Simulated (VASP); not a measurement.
# Cd (Fm-3m) in VASP: notebook

The runs below take Cd through single point, with PBEsol.

Everything below comes from runs of VASP 6.6.1. Logs are shortened: lines on timing, memory, paths and dates and some standing lists are left out, and cuts for length are marked.

## (1) The cell of the first run

The structure is cubic, space group Fm-3m (No. 225). Conventional cell: a = 4.436 Å, b = 4.436 Å, c = 4.436 Å, α = 90.00°, β = 90.00°, γ = 90.00°. Within 4.1 Å of Cd (site symmetry m-3m) lie 12 Cd at 3.14 Å.

## (2) Single point, PBEsol

The input, INCAR:

```
ALGO = Normal
EDIFF = 1E-6
ENCUT = 520
GGA = PS
ISIF = 2
ISMEAR = -1
LASPH = True
LCHARG = True
LELF = True
LREAL = False
LVHAR = True
LWAVE = False
NBANDS = 12
NELM = 80
PREC = Accurate
SIGMA = 0.1
```

The input, KPOINTS:

```
k-points
0
Gamma
  9 9 9
```

The input, POSCAR:

```
Cd
1.0
    0.0000000000      2.2181500000      2.2181500000
    2.2181500000      0.0000000000      2.2181500000
    2.2181500000      2.2181500000      0.0000000000
Cd
1
Direct
    0.0000000000      0.0000000000      0.0000000000
```

Potentials or basis: VASP PAW PBE potentials, release 64 (Cd).

Command:

```bash
$ cat potpaw_PBE.64/Cd/POTCAR > POTCAR
$ mpirun -np 1 vasp_std > vasp.out
```

OUTCAR:

```text
EDIFF = 1E-6
   ENCUT = 520
   GGA = PS
   ISIF = 2
   ISMEAR = -1
   LASPH = True
   LREAL = False
   NELM = 80
   PREC = Accurate

 ion  position               nearest neighbor table
   1  0.000  0.000  0.000-

  LATTYP: Found a face centered cubic cell.
 ALAT       =     4.4363000000

  Lattice vectors:

 A1 = (   0.0000000000,   2.2181500000,   2.2181500000)
 A2 = (   2.2181500000,   0.0000000000,   2.2181500000)
 A3 = (   2.2181500000,   2.2181500000,   0.0000000000)

Analysis of symmetry for initial positions (statically):
=====================================================================
 Subroutine PRICEL returns:
 Original cell was already a primitive cell.

 Routine SETGRP: Setting up the symmetry group for a
 face centered cubic supercell.

 Subroutine GETGRP returns: Found 48 space group operations
 (whereof 48 operations were pure point group operations)
 out of a pool of 48 trial point group operations.

The static configuration has the point symmetry O_h .

Analysis of symmetry for dynamics (positions and initial velocities):
=====================================================================
 Subroutine PRICEL returns:
 Original cell was already a primitive cell.

 Routine SETGRP: Setting up the symmetry group for a
 face centered cubic supercell.

 Subroutine GETGRP returns: Found 48 space group operations
 (whereof 48 operations were pure point group operations)
 out of a pool of 48 trial point group operations.

The dynamic configuration has the point symmetry O_h .

 Subroutine INISYM returns: Found 48 space group operations
 (whereof 48 operations are pure point group operations),
 and found     1 'primitive' translations

----------------------------------------------------------------------------------------

                                     Primitive cell

  volume of cell :      21.8274

  direct lattice vectors                    reciprocal lattice vectors
     0.000000000  2.218150000  2.218150000    -0.225413069  0.225413069  0.225413069
     2.218150000  0.000000000  2.218150000     0.225413069 -0.225413069  0.225413069
     2.218150000  2.218150000  0.000000000     0.225413069  0.225413069 -0.225413069

  length of vectors
     3.136937813  3.136937813  3.136937813     0.390426889  0.390426889  0.390426889

  position of ions in fractional coordinates (direct lattice)
     0.000000000  0.000000000  0.000000000

  ion indices of the primitive-cell ions
   primitive index   ion index
                 1           1

----------------------------------------------------------------------------------------

 KPOINTS: k-points

Automatic generation of k-mesh.
 Grid dimensions read from file:
 generate k-points for:    9    9    9

 Generating k-lattice:

  Cartesian coordinates                     Fractional coordinates (reciprocal lattice)
    -0.025045897  0.025045897  0.025045897     0.111111111  0.000000000  0.000000000
     0.025045897 -0.025045897  0.025045897     0.000000000  0.111111111  0.000000000
     0.025045897  0.025045897 -0.025045897     0.000000000  0.000000000  0.111111111

  Length of vectors
     0.043380765  0.043380765  0.043380765

  Shift w.r.t. Gamma in fractional coordinates (k-lattice)
     0.000000000  0.000000000  0.000000000

 Subroutine IBZKPT returns following result:
 ===========================================

 Found     35 irreducible k-points:

 Following reciprocal coordinates:
            Coordinates               Weight
  0.000000  0.000000  0.000000      1.000000
  0.111111  0.000000  0.000000      8.000000
  0.222222  0.000000  0.000000      8.000000
  0.333333  0.000000  0.000000      8.000000
  0.444444  0.000000  0.000000      8.000000
  0.111111  0.111111  0.000000      6.000000
[... 16 lines left out ...]
 -0.333333  0.333333  0.000000     12.000000
  0.444444  0.444444  0.000000      6.000000
 [... further k-points ...]
   k-points           NKPTS =     35   k-points in BZ     NKDIM =     35   number of bands    NBANDS=     12
   number of dos      NEDOS =    301   number of ions     NIONS =      1
   total plane-waves  NPLWV =  13824
   dimension x,y,z NGX =    24 NGY =   24 NGZ =   24
   dimension x,y,z NGXF=    48 NGYF=   48 NGZF=   48
   ions per type =               1
   NGX,Y,Z   is equivalent  to a cutoff of  12.72, 12.72, 12.72 a.u.
   NGXF,Y,Z  is equivalent  to a cutoff of  25.44, 25.44, 25.44 a.u.
 SYSTEM =  unknown system
   PREC   = accura    normal or accurate (medium, high low for compatibility)
   ISTART =      0    job   : 0-new  1-cont  2-samecut
   ICHARG =      2    charge: 1-file 2-atom 10-const
   ISPIN  =      1    spin polarized calculation?
   LNONCOLLINEAR =      F non collinear calculations
   LSORBIT =      F    spin-orbit coupling
   LASPH  =      T    aspherical Exc in radial PAW
   ENCUT  =  520.0 eV  38.22 Ry    6.18 a.u.   5.83  5.83  5.83*2*pi/ulx,y,z
   NELM   =     80;   NELMIN=  2; NELMDL= -5     # of ELM steps
   EDIFF  = 0.1E-05   stopping-criterion for ELM
   LREAL  =      F    real-space projection
   EDIFFG = 0.1E-04   stopping-criterion for IOM
   NSW    =      0    number of steps for IOM
   IBRION =     -1    ionic relax: 0-MD 1-quasi-New 2-CG
   NFREE  =      0    steps in history (QN), initial steepest desc. (CG)
   ISIF   =      2    stress and relaxation
   ISYM   =      2    0-nonsym 1-usesym 2-fastsym
   POTIM  = 0.5000    time-step for ionic-motion
   TEBEG  =    0.0;   TEEND  =   0.0 temperature during run
   PSTRESS=    0.0 pullay stress
   NELECT =      12.0000    total number of electrons
   NUPDOWN=      -1.0000    fix difference up-down
   EMIN   =  10.00;   EMAX   =-10.00  energy-range for DOS
   EFERMI =   0.00;   METHOD = LEGACY
   ISMEAR =    -1;   SIGMA  =   0.10  broadening in eV -4-tet -1-fermi 0-gaus
   EFERMI_NEDOS =   21; number of points for ismear=-14 and -15
   IALGO  =     38    algorithm
   IMIX   =      4    mixing-type and parameters
     AMIX     =   0.40;   BMIX     =  1.00
     AMIX_MAG =   1.60;   BMIX_MAG =  1.00
  volume/ion in A,a.u.               =      21.83       147.30
  Fermi-wavevector in a.u.,A,eV,Ry     =   1.341120  2.534349 24.471481  1.798603
  Thomas-Fermi vector in A             =   2.469379
   LORBIT       =      0    0 simple, 1 ext, 2 COOP (PROOUT), +10 PAW based schemes
   GGA     = PS    functional components
   LHFCALC =     F    Hartree Fock is set to
   AEXX    =    0.0000 exact exchange contribution
   IVDW    =     0    specifies the selected vdW correction
   LEPSILON=     F    determine dielectric tensor
   LRPA    =     F    only Hartree local field effects (RPA)
 non-spin polarized calculation
  energy-cutoff  :      520.00
  volume of cell :       21.83
 maximum number of plane-waves:       609
   NGX = 11   NGY = 11   NGZ = 11

 number of electron      12.0000003 magnetization

 Free energy of the ion-electron system (eV)
  ---------------------------------------------------
  ext. energy  EPLUGINS =         0.00000000
  ---------------------------------------------------
  free energy    TOTEN  =        -1.18153031 eV

  energy without entropy =       -1.17067418  energy(sigma->0) =       -1.17610225

 E-fermi :   2.5660     XC(G=0): -11.1633

 val. band max:        2.4616109393   @ k =   0.4444   0.0000   0.0000
 cond. band min:       2.7716522856   @ k =  -0.3333   0.4444   0.2222
 fundamental gap:      0.3100413463
 Fermi energy:         2.5659738032

 k-point     1 :       0.0000    0.0000    0.0000
  band No.  band energies     occupation
      1      -6.4141      2.00000
      2      -6.4141      2.00000
      3      -6.4141      2.00000
      4      -6.1682      2.00000
      5      -5.9549      2.00000
      6      -5.9549      2.00000
      7      16.5431      0.00000
      8      17.5728      0.00000
      9      17.5728      0.00000
     10      17.5728      0.00000
     11      20.9591      0.00000
     12      20.9591      0.00000

 k-point     2 :       0.1111    0.0000    0.0000
  band No.  band energies     occupation
      1      -6.4639      2.00000
      2      -6.3663      2.00000
      3      -6.3663      2.00000
      4      -5.9635      2.00000
      5      -5.9635      2.00000
      6      -5.8280      2.00000
      7      14.1614      0.00000
      8      16.7790      0.00000
      9      17.1219      0.00000
     10      17.1219      0.00000
     11      21.3167      0.00000
     12      21.7417      0.00000

 k-point     3 :       0.2222    0.0000    0.0000
  band No.  band energies     occupation
      1      -6.6196      2.00000
      2      -6.3110      2.00000
      3      -6.3110      2.00000
      4      -5.9138      2.00000
      5      -5.9138      2.00000
      6      -4.7751      2.00000
      7       9.9143      0.00000
      8      16.3389      0.00000
      9      16.3389      0.00000
     10      16.6010      0.00000
     11      20.7827      0.00000
     12      21.2357      0.00000

 k-point     4 :       0.3333    0.0000    0.0000
  band No.  band energies     occupation
      1      -6.7951      2.00000
      2      -6.3514      2.00000
      3      -6.3514      2.00000
      4      -5.7426      2.00000
      5      -5.7426      2.00000
      6      -3.0410      2.00000
      7       5.9409      0.00000
      8      15.6442      0.00000
      9      15.6442      0.00000
     10      16.1003      0.00000
     11      19.8343      0.00000
     12      19.8343      0.00000

 k-point     5 :       0.4444    0.0000    0.0000
  band No.  band energies     occupation
      1      -6.9067      2.00000
      2      -6.4018      2.00000
      3      -6.4018      2.00000
      4      -5.5998      2.00000
      5      -5.5998      2.00000
      6      -0.7011      2.00000
      7       2.4616      1.47910
      8      15.2168      0.00000
      9      15.2168      0.00000
     10      15.6960      0.00000
     11      19.1316      0.00000
     12      19.1316      0.00000
[... 228 lines left out ...]
      1      -6.9361      2.00000
      2      -6.8017      2.00000
      3      -5.7607      2.00000
      4      -5.7174      2.00000
      5      -5.5544      2.00000
      6      -0.4393      2.00000
      7       7.2516      0.00000
      8       8.2864      0.00000
      9      10.2771      0.00000
     10      13.9543      0.00000
     11      16.0924      0.00000
     12      27.1985      0.00000

 k-point    22 :      -0.4444    0.3333    0.0000
  band No.  band energies     occupation
      1      -6.8846      2.00000
      2      -6.6541      2.00000
      3      -5.8826      2.00000
      4      -5.8280      2.00000
      5      -5.5636      2.00000
      6       1.8762      1.99798
      7       4.6348      0.00000
      8       6.1709      0.00000
      9      10.6750      0.00000
     10      14.0702      0.00000
     11      19.5889      0.00000
     12      25.9320      0.00000

 k-point    23 :      -0.3333    0.3333    0.0000
  band No.  band energies     occupation
      1      -6.7597      2.00000
      2      -6.3665      2.00000
      3      -6.1504      2.00000
      4      -5.9293      2.00000
      5      -5.6977      2.00000
      6       1.9694      1.99488
      7       4.4880      0.00000
      8       5.3914      0.00000
      9      11.8652      0.00000
     10      14.4840      0.00000
     11      23.6329      0.00000
     12      24.7064      0.00000

 k-point    24 :       0.4444    0.4444    0.0000
  band No.  band energies     occupation
      1      -7.0418      2.00000
      2      -6.9613      2.00000
      3      -5.6119      2.00000
      4      -5.5158      2.00000
      5      -5.5158      2.00000
      6       0.7916      2.00000
      7       5.2282      0.00000
      8       9.5583      0.00000
      9       9.5583      0.00000
     10      13.7512      0.00000
     11      13.7808      0.00000
     12      29.3577      0.00000

 [... further k-points ...]

------------------------ aborting loop because EDIFF is reached ----------------------------------------

  FORCE on cell =-STRESS in cart. coord.  units (eV):
  Direction    XX          YY          ZZ          XY          YZ          ZX
  --------------------------------------------------------------------------------------
  -------------------------------------------------------------------------------------
  Total       -0.2297234     -0.2297234     -0.2297234      0.0000000      0.0000000      0.0000000
  in kB      -16.8621562    -16.8621562    -16.8621562      0.0000000      0.0000000      0.0000000
  external PRESSURE =     -16.8621562 kB  Pullay stress =       0.0000000 kB

 VOLUME and BASIS-vectors are now :
 -----------------------------------------------------------------------------
  energy-cutoff  :      520.00
  volume of cell :       21.83
      direct lattice vectors                 reciprocal lattice vectors
     0.000000000  2.218150000  2.218150000    -0.225413069  0.225413069  0.225413069
     2.218150000  0.000000000  2.218150000     0.225413069 -0.225413069  0.225413069
     2.218150000  2.218150000  0.000000000     0.225413069  0.225413069 -0.225413069

 POSITION                                       TOTAL-FORCE (eV/Angst)
 -----------------------------------------------------------------------------------
      0.00000      0.00000      0.00000         0.000000      0.000000      0.000000
 -----------------------------------------------------------------------------------
    total drift:                               -0.000000      0.000000     -0.000000

  FREE ENERGIE OF THE ION-ELECTRON SYSTEM (eV)
  ---------------------------------------------------
  free  energy   TOTEN  =        -1.1815303137 eV

  energy  without entropy=       -1.1706741801  energy(sigma->0) =       -1.17610225
```

Wall time 6.2 s (1 thread of Intel Xeon 6975P-C, shared host); peak memory 0.14 GiB.

What came out:

| Quantity | Value |
| --- | --- |
| Free energy | -1.1815 eV |
| Pressure | -1.7 GPa |
| Band gap on the k mesh | zero (band 6 reaches 3.37 eV, above the bottom of band 7 at 1.74 eV) |

Caveat: the PAW data sets were made with another functional, which shifts forces and pressure a little.

## (3) Single point, PBEsol

This run uses another cell than the first one, of 22.48 Å³/atom, 1.030 times its volume.

The input, INCAR:

```
PREC     = Accurate       # precision mode
ENCUT    = 520            # plane-wave cutoff, eV
EDIFF    = 1E-6           # SCF threshold, eV
ISMEAR   = -1             # smearing method
SIGMA    = 0.1            # smearing width, eV
LREAL    = False          # projectors in reciprocal space
LASPH    = True           # aspherical terms in the spheres
NELM     = 100            # most SCF steps
ALGO     = Normal         # electronic algorithm
ISIF     = 2              # what is computed and relaxed
LWAVE    = False          # write WAVECAR
LCHARG   = True           # write CHGCAR
GGA      = PS             # functional
LELF     = True           # ELF
LVHAR    = True         
NBANDS   = 12             # bands
```

The input, KPOINTS:

```
regular mesh
0
Gamma
  9 9 9
```

The input, POSCAR:

```
Cd
1.0
    0.0000000000      2.2401133096      2.2401133096
    2.2401133096      0.0000000000      2.2401133096
    2.2401133096      2.2401133096      0.0000000000
Cd
1
Direct
    0.0000000000      0.0000000000      0.0000000000
```

Potentials or basis: VASP PAW PBE potentials, release 64 (Cd).

Command:

```bash
$ cat potpaw_PBE.64/Cd/POTCAR > POTCAR
$ mpirun -np 1 vasp_std > vasp.out
```

It took 7 s on 1 thread of Intel Xeon 6975P-C, shared host; peak memory 0.14 GiB.

The run converged. Its results:

* Free energy: -1.1720 eV
* Pressure: -3.0 GPa
* Band gap on the k mesh: zero (band 6 reaches 3.18 eV, above the bottom of band 7 at 1.51 eV)

Levels at points of the mesh, in eV from the Fermi level:
```csv
k point,band 2,band 3,band 4,band 5,band 6,band 7,band 8,band 9,band 10,band 11
"(0.00, 0.00, 0.00)",-8.89,-8.89,-8.51,-8.46,-8.46,13.88,14.72,14.72,14.72,18.06
```

Caveat: the PAW data sets were made with another functional, which shifts forces and pressure a little.

## (4) Single point, PBEsol

This run uses another cell than the first one, of 23.14 Å³/atom, 1.060 times its volume.

The input, INCAR:

```
PREC = Accurate
ENCUT = 520
EDIFF = 1E-6
ISMEAR = -1
SIGMA = 0.1
LREAL = False
LASPH = True
NELM = 60
ALGO = Normal
ISIF = 2
LWAVE = False
LCHARG = False
GGA = PS
NBANDS = 12
```

KPOINTS is that of step 3.

The input, POSCAR:

```
Cd
1.0
    0.0000000000      2.2616541821      2.2616541821
    2.2616541821      0.0000000000      2.2616541821
    2.2616541821      2.2616541821      0.0000000000
Cd
1
Direct
    0.0000000000      0.0000000000      0.0000000000
```

Command:

```bash
$ cat potpaw_PBE.64/Cd/POTCAR > POTCAR
$ mpirun -np 1 vasp_std > vasp.out
```

Wall time 4.8 s (1 thread of Intel Xeon 6975P-C, shared host); peak memory 0.14 GiB.

Results (log left out):

```
Free energy            : -1.1578 eV
Pressure               : -4.0 GPa
Band gap on the k mesh : zero (band 6 reaches 3.00 eV, above the bottom of band 7 at 1.30 eV)
```

Levels at points of the mesh, in eV from the Fermi level:
```
           k point  band 3  band 4  band 5  band 6  band 7  band 8  band 9  band 10
(0.00, 0.00, 0.00)   -8.82   -8.41   -8.41   -8.30   13.78   14.44   14.44    14.44
```

Caveat: the PAW data sets were made with another functional, which shifts forces and pressure a little.

## (5) Summary

```csv
cell,gap on the mesh (eV),pressure (GPa)
"a = 3.137 Å, angles 60.0°, 1 atom",none,-1.7
"a = 3.168 Å, angles 60.0°, 1 atom",none,-3.0
"a = 3.198 Å, angles 60.0°, 1 atom",none,-4.0
```

Alike in all rows: task single point; level PBEsol; potentials or basis VASP PAW PBE potentials, release 64 (Cd); no spin polarisation; k mesh 9 × 9 × 9; cutoff (eV) 520; smearing fermi-dirac 0.1 eV.

Caveats: the PAW data sets were made with another functional, which shifts forces and pressure a little.

Total energies depend on the potentials used, so only differences within one code and one set of settings carry meaning.
